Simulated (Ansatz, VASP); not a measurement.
## Two plane-wave programs on Co

```
Co
1.0
     0.00000    3.21737    3.21737
     3.21737    0.00000    3.21737
     3.21737    3.21737    0.00000
Co
6
Direct
  0.25000 0.25000 0.25000
  0.00000 0.00000 0.00000
  0.62500 0.62500 0.12500
  0.62500 0.12500 0.62500
  0.12500 0.62500 0.62500
  0.62500 0.62500 0.62500
```

Alike in both runs: task single point; functional LDA; k mesh 6 × 6 × 6; occupations fermi-dirac, width 0.15 eV; collinear spin.

|  | VASP | Ansatz |
| --- | --- | --- |
| version | VASP 6.6.1 | Ansatz 0.2.0 |
| potentials or method | VASP PAW LDA potentials, release 64 (Co), cutoff 600 eV | plane waves, PAW |
| valence electrons in the cell | 54 | 102 |

|  | VASP | Ansatz | Ansatz less VASP |
| --- | --- | --- | --- |
| pressure (GPa) | -12.4 | -11.2 | +1.23 |
| net moment per atom (μB) | 1.51 | 1.56 | +0.051 |
| size of the moment on the site where the two differ most (μB) | 1.43 | 1.53 | +0.103 |

LDA's correlation is that of Perdew and Zunger in VASP and of Perdew and Wang (1992) in Ansatz. Site moments also hang on the region over which each program counts them. VASP's potentials hold 54 valence electrons a cell and Ansatz's 102, so a difference there can come from the potentials and not from the codes. Ansatz's warnings: stress scf threshold loose.
